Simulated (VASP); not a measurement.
# K7Te4Se12 (a cell with a defect) in VASP: a series of runs

The runs below take K7Te4Se12 (a cell with a defect) through single point, with PBEsol.

Everything below comes from runs of VASP 6.6.1. Logs are shortened: lines on timing, memory, paths and dates and some standing lists are left out, and cuts for length are marked.

### Step 1. The cell of the first run

The cell holds a defect, 23 atoms: a = 10.478 Å, b = 6.767 Å, c = 13.506 Å, α = 90.00°, β = 105.31°, γ = 90.00°.

### Step 2. Single point, PBEsol

The input, INCAR:

```
PREC = Accurate ; ENCUT = 520
EDIFF = 1E-6 ; ISMEAR = -1
SIGMA = 0.05 ; LREAL = Auto
LASPH = T ; NELM = 60
ALGO = Normal ; ISIF = 2
LWAVE = F ; LCHARG = F
GGA = PS ; NBANDS = 96
NELECT = 160.0
```

The input, KPOINTS:

```
regular mesh
0
Gamma
  1 2 1
```

The input, POSCAR:

```
K7Te4Se12
1.0
   10.4782570000      0.0000000000      0.0000000000
    0.0000000000      6.7667110000      0.0000000000
   -3.5666880000      0.0000000000     13.0265400000
K Te Se
7 4 12
Direct
    0.5276914754      0.7150150199      0.1159862865
    0.4931659292      0.1705407546      0.3911245810
    0.4765096738      0.1943189239      0.8658707531
    0.4871465032      0.7449557104      0.6275419259
    0.1127729457      0.3339731814      0.0500363105
    0.8599578991      0.7076111275      0.4485841981
    0.1664439470      0.1786687802      0.5486721723
    0.8022462281      0.3163279768      0.1459174885
    0.7922070603      0.2044420103      0.6686733392
    0.2159286215      0.7122367129      0.8380199193
    0.2187467322      0.7802461196      0.3249750126
    0.8138503016      0.8365363912      0.6791826533
    0.5709254588      0.1888657577      0.1379721707
    0.1623885868      0.3565099795      0.7713176331
    0.1840925211      0.1418857699      0.2926717302
    0.8082906323      0.2401166534      0.4907289273
    0.4835762267      0.7228474809      0.3682789137
    0.4537811405      0.7120002613      0.8606122577
    0.5397947850      0.2144616491      0.6475779447
    0.7887984129      0.3220323729      0.9701808769
    0.2142422489      0.7684087587      0.0151920617
    0.1818190334      0.7181332260      0.5086922544
    0.8285971955      0.6735916459      0.2240886682
```

Potentials or basis: VASP PAW PBE potentials, release 64 (K_sv, Te, Se).

Launch:

```bash
cat potpaw_PBE.64/K_sv/POTCAR potpaw_PBE.64/Te/POTCAR potpaw_PBE.64/Se/POTCAR > POTCAR
mpirun -np 1 vasp_std > vasp.out
```

OUTCAR:

```text
PREC = Accurate
   ENCUT = 520
   EDIFF = 1E-6
   ISMEAR = -1
   LREAL = Auto
   LASPH = T
   NELM = 60
   ISIF = 2
   GGA = PS
   NELECT = 160.0

 ion  position               nearest neighbor table
   1  0.528  0.715  0.116-  23 3.12  21 3.23  13 3.24
   2  0.493  0.171  0.391-  17 3.04  15 3.17  16 3.25
   3  0.477  0.194  0.866-  19 3.19  18 3.27
   4  0.487  0.745  0.628-  22 3.18  19 3.22  18 3.27
   5  0.113  0.334  0.050-  21 3.20  20 3.28
   6  0.860  0.708  0.449-  23 2.97  22 3.25  16 3.28
   7  0.166  0.179  0.549-  22 3.17  14 3.25
   8  0.802  0.316  0.146-  20 2.34  13 2.55  23 2.62
   9  0.792  0.204  0.669-  16 2.47  12 2.50  19 2.59
  10  0.216  0.712  0.838-  21 2.43  18 2.43  14 2.58
  11  0.219  0.780  0.325-  15 2.50  22 2.64  17 2.71
  12  0.814  0.837  0.679-   9 2.50
  13  0.571  0.189  0.138-   8 2.55   1 3.24
  14  0.162  0.357  0.771-  10 2.58   7 3.25
  15  0.184  0.142  0.293-  11 2.50   2 3.17
  16  0.808  0.240  0.491-   9 2.47   2 3.25   6 3.28
  17  0.484  0.723  0.368-  11 2.71   2 3.04
  18  0.454  0.712  0.861-  10 2.43   4 3.27   3 3.27
  19  0.540  0.214  0.648-   9 2.59   3 3.19   4 3.22
  20  0.789  0.322  0.970-   8 2.34   5 3.28
  21  0.214  0.768  0.015-  10 2.43   5 3.20   1 3.23
  22  0.182  0.718  0.509-  11 2.64   7 3.17   4 3.18   6 3.25
  23  0.829  0.674  0.224-   8 2.62   6 2.97   1 3.12

  LATTYP: Found a simple monoclinic cell.
 ALAT       =    10.4782570000
 B/A-ratio  =     0.6457859356
 C/A-ratio  =     1.2889547327
 COS(beta)  =    -0.2640817620

  Lattice vectors:

 A1 = (  10.4782570000,   0.0000000000,   0.0000000000)
 A2 = (   0.0000000000,   6.7667110000,   0.0000000000)
 A3 = (  -3.5666880000,   0.0000000000,  13.0265400000)

Analysis of symmetry for initial positions (statically):
=====================================================================
 Subroutine PRICEL returns:
 Original cell was already a primitive cell.

 Routine SETGRP: Setting up the symmetry group for a
 simple monoclinic supercell.

 Subroutine GETGRP returns: Found  1 space group operations
 (whereof  1 operations were pure point group operations)
 out of a pool of  4 trial point group operations.

The static configuration has the point symmetry C_1 .

Analysis of symmetry for dynamics (positions and initial velocities):
=====================================================================
 Subroutine PRICEL returns:
 Original cell was already a primitive cell.

 Routine SETGRP: Setting up the symmetry group for a
 simple monoclinic supercell.

 Subroutine GETGRP returns: Found  1 space group operations
 (whereof  1 operations were pure point group operations)
 out of a pool of  4 trial point group operations.

The dynamic configuration has the point symmetry C_1 .

 Subroutine INISYM returns: Found  1 space group operations
 (whereof  1 operations are pure point group operations),
 and found     1 'primitive' translations

----------------------------------------------------------------------------------------

                                     Primitive cell

  volume of cell :     923.6252

  direct lattice vectors                    reciprocal lattice vectors
    10.478257000  0.000000000  0.000000000     0.095435720  0.000000000  0.026130457
     0.000000000  6.766711000  0.000000000     0.000000000  0.147782283  0.000000000
    -3.566688000  0.000000000 13.026540000     0.000000000  0.000000000  0.076766355

  length of vectors
    10.478257000  6.766711000 13.505998951     0.098948357  0.147782283  0.076766355

  position of ions in fractional coordinates (direct lattice)
     0.527691475  0.715015020  0.115986286
     0.493165929  0.170540755  0.391124581
     0.476509674  0.194318924  0.865870753
     0.487146503  0.744955710  0.627541926
     0.112772946  0.333973181  0.050036310
     0.859957899  0.707611128  0.448584198
[... 15 lines left out ...]
     0.181819033  0.718133226  0.508692254
     0.828597196  0.673591646  0.224088668

  ion indices of the primitive-cell ions
   primitive index   ion index
                 1           1
                 2           2
                 3           3
                 4           4
                 5           5
                 6           6
[... 15 lines left out ...]
                22          22
                23          23

----------------------------------------------------------------------------------------

 KPOINTS: regular mesh

Automatic generation of k-mesh.
 Grid dimensions read from file:
 generate k-points for:    1    2    1

 Generating k-lattice:

  Cartesian coordinates                     Fractional coordinates (reciprocal lattice)
     0.095435720  0.000000000  0.026130457     1.000000000  0.000000000  0.000000000
     0.000000000  0.073891142  0.000000000     0.000000000  0.500000000  0.000000000
     0.000000000  0.000000000  0.076766355     0.000000000  0.000000000  1.000000000

  Length of vectors
     0.098948357  0.073891142  0.076766355

  Shift w.r.t. Gamma in fractional coordinates (k-lattice)
     0.000000000  0.000000000  0.000000000

 Subroutine IBZKPT returns following result:
 ===========================================

 Found      2 irreducible k-points:

 Following reciprocal coordinates:
            Coordinates               Weight
  0.000000  0.000000  0.000000      1.000000
  0.000000  0.500000  0.000000      1.000000
   k-points           NKPTS =      2   k-points in BZ     NKDIM =      2   number of bands    NBANDS=     96
   number of dos      NEDOS =    301   number of ions     NIONS =     23
   total plane-waves  NPLWV = 400000
   dimension x,y,z NGX =    80 NGY =   50 NGZ =  100
   dimension x,y,z NGXF=   160 NGYF=  100 NGZF=  200
   ions per type =               7   4  12
   NGX,Y,Z   is equivalent  to a cutoff of  12.69, 12.28, 12.31 a.u.
   NGXF,Y,Z  is equivalent  to a cutoff of  25.39, 24.57, 24.62 a.u.
 SYSTEM =  unknown system
   PREC   = accura    normal or accurate (medium, high low for compatibility)
   ISTART =      0    job   : 0-new  1-cont  2-samecut
   ICHARG =      2    charge: 1-file 2-atom 10-const
   ISPIN  =      1    spin polarized calculation?
   LNONCOLLINEAR =      F non collinear calculations
   LSORBIT =      F    spin-orbit coupling
   LASPH  =      T    aspherical Exc in radial PAW
   ENCUT  =  520.0 eV  38.22 Ry    6.18 a.u.  19.48 12.58 25.11*2*pi/ulx,y,z
   NELM   =     60;   NELMIN=  2; NELMDL= -5     # of ELM steps
   EDIFF  = 0.1E-05   stopping-criterion for ELM
   LREAL  =      T    real-space projection
   EDIFFG = 0.1E-04   stopping-criterion for IOM
   NSW    =      0    number of steps for IOM
   IBRION =     -1    ionic relax: 0-MD 1-quasi-New 2-CG
   NFREE  =      0    steps in history (QN), initial steepest desc. (CG)
   ISIF   =      2    stress and relaxation
   ISYM   =      2    0-nonsym 1-usesym 2-fastsym
   POTIM  = 0.5000    time-step for ionic-motion
   TEBEG  =    0.0;   TEEND  =   0.0 temperature during run
   PSTRESS=    0.0 pullay stress
   NELECT =     160.0000    total number of electrons
   NUPDOWN=      -1.0000    fix difference up-down
   EMIN   =  10.00;   EMAX   =-10.00  energy-range for DOS
   EFERMI =   0.00;   METHOD = LEGACY
   ISMEAR =    -1;   SIGMA  =   0.05  broadening in eV -4-tet -1-fermi 0-gaus
   EFERMI_NEDOS =   21; number of points for ismear=-14 and -15
   IALGO  =     38    algorithm
   IMIX   =      4    mixing-type and parameters
     AMIX     =   0.40;   BMIX     =  1.00
     AMIX_MAG =   1.60;   BMIX_MAG =  1.00
  volume/ion in A,a.u.               =      40.16       271.00
  Fermi-wavevector in a.u.,A,eV,Ry     =   0.912605  1.724574 11.331587  0.832848
  Thomas-Fermi vector in A             =   2.037020
   LORBIT       =      0    0 simple, 1 ext, 2 COOP (PROOUT), +10 PAW based schemes
   GGA     = PS    functional components
   LHFCALC =     F    Hartree Fock is set to
   AEXX    =    0.0000 exact exchange contribution
   IVDW    =     0    specifies the selected vdW correction
   LEPSILON=     F    determine dielectric tensor
   LRPA    =     F    only Hartree local field effects (RPA)
 non-spin polarized calculation
  energy-cutoff  :      520.00
  volume of cell :      923.63
 maximum number of plane-waves:     24931
 NGX is ok and might be reduce to    80
   NGX = 39   NGY = 25   NGZ = 51

 number of electron     159.9999998 magnetization

 Free energy of the ion-electron system (eV)
  ---------------------------------------------------
  ext. energy  EPLUGINS =         0.00000000
  ---------------------------------------------------
  free energy    TOTEN  =       -78.94588693 eV

  energy without entropy =      -78.94587896  energy(sigma->0) =      -78.94588295

 E-fermi :   0.6779     XC(G=0):  -7.3107

 val. band max:        0.0412463146   @ k =   0.0000   0.0000   0.0000
 cond. band min:       1.2840367353   @ k =   0.0000   0.5000   0.0000
 fundamental gap:      1.2427904207
 Fermi energy:         0.6778926565

 k-point     1 :       0.0000    0.0000    0.0000
  band No.  band energies     occupation
      1     -29.7870      2.00000
      2     -29.6367      2.00000
      3     -28.9657      2.00000
      4     -28.9329      2.00000
      5     -28.8918      2.00000
      6     -28.8535      2.00000
[... 84 lines left out ...]
     91       3.5247      0.00000
     92       3.5805      0.00000

 k-point     2 :       0.0000    0.5000    0.0000
  band No.  band energies     occupation
      1     -29.7870      2.00000
      2     -29.6367      2.00000
      3     -28.9657      2.00000
      4     -28.9329      2.00000
      5     -28.8917      2.00000
      6     -28.8535      2.00000
[... 84 lines left out ...]
     91       3.2255      0.00000
     92       3.8821      0.00000
 [bands above 92 left out]

------------------------ aborting loop because EDIFF is reached ----------------------------------------

  FORCE on cell =-STRESS in cart. coord.  units (eV):
  Direction    XX          YY          ZZ          XY          YZ          ZX
  --------------------------------------------------------------------------------------
  -------------------------------------------------------------------------------------
  Total        2.5528339      0.7612961      7.5957667     -0.1022589     -1.9525139     -2.1340911
  in kB        4.4283037      1.3205912     13.1760869     -0.1773846     -3.3869514     -3.7019265
  external PRESSURE =       6.3083273 kB  Pullay stress =       0.0000000 kB

 VOLUME and BASIS-vectors are now :
 -----------------------------------------------------------------------------
  energy-cutoff  :      520.00
  volume of cell :      923.63
      direct lattice vectors                 reciprocal lattice vectors
    10.478257000  0.000000000  0.000000000     0.095435720  0.000000000  0.026130457
     0.000000000  6.766711000  0.000000000     0.000000000  0.147782283  0.000000000
    -3.566688000  0.000000000 13.026540000     0.000000000  0.000000000  0.076766355

 POSITION                                       TOTAL-FORCE (eV/Angst)
 -----------------------------------------------------------------------------------
      5.11560      4.83830      1.51090        -0.053491     -0.123411      0.047992
      3.77250      1.15400      5.09500         0.313908      0.548780     -0.020552
      1.90470      1.31490     11.27930         0.023845      0.204845      0.291831
      2.86620      5.04090      8.17470         0.358090     -0.303763     -0.035656
      1.00320      2.25990      0.65180         0.074747     -0.222839     -0.178030
      7.41090      4.78820      5.84350        -0.222763      0.162137      0.564131
[... 15 lines left out ...]
      0.09080      4.85940      6.62650         0.265047     -0.028567     -0.839690
      7.88300      4.55800      2.91910         0.291333     -0.579108     -0.694763
 -----------------------------------------------------------------------------------
    total drift:                               -0.015919     -0.002430     -0.013210

  FREE ENERGIE OF THE ION-ELECTRON SYSTEM (eV)
  ---------------------------------------------------
  free  energy   TOTEN  =       -78.9458869343 eV

  energy  without entropy=      -78.9458789570  energy(sigma->0) =      -78.94588295
```

It took 4.4 min on 1 thread of Intel Xeon Platinum 8488C (Sapphire Rapids), shared host; peak memory 0.81 GiB.

Results:

- Free energy: -78.9459 eV
- Largest force: 2.241 eV/Å

Forces in eV/Å, atoms in the order of the input:
```
K   -0.053 -0.123  0.048
K    0.314  0.549 -0.021
K    0.024  0.205  0.292
K    0.358 -0.304 -0.036
K    0.075 -0.223 -0.178
K   -0.223  0.162  0.564
K   -0.118  0.348 -0.178
Te  -0.691 -0.122  2.128
Te  -0.544 -0.827  0.072
Te  -0.437 -0.239 -1.160
Te   0.692 -0.335  0.960
Se   0.272  0.131  0.294
Se   0.004  0.485  0.191
Se  -0.237  0.164  0.400
Se  -0.157 -0.082  0.125
Se   0.394  0.229 -0.407
Se  -1.257 -0.236 -0.479
Se   0.895 -0.044 -0.010
Se   0.107  0.489 -0.074
Se   0.605  0.322 -1.844
Se  -0.576  0.059  0.845
Se   0.265 -0.029 -0.840
Se   0.291 -0.579 -0.695
```

Levels at points of the mesh, in eV from the Fermi level:
```tsv
k point	band 76	band 77	band 78	band 79	band 80	band 81	band 82	band 83	band 84	band 85
(0.00, 0.00, 0.00)	-0.98	-0.84	-0.77	-0.70	-0.64	0.76	1.03	1.40	1.53	1.62
(0.00, 0.50, 0.00)	-0.99	-0.86	-0.80	-0.78	-0.68	0.61	0.82	1.10	1.18	1.27
```

Caveat: the k points lie up to 0.62 Å⁻¹ apart; the cell carries a net charge on a neutralising background, which shifts energy and pressure; the cell is charged against a uniform background, so pressure and absolute levels hang on convention; the PAW data sets were made with another functional, which shifts forces and pressure a little; spin-orbit coupling is left out, which moves the levels of the heavy elements.

(Continued in part 2 of 2.)
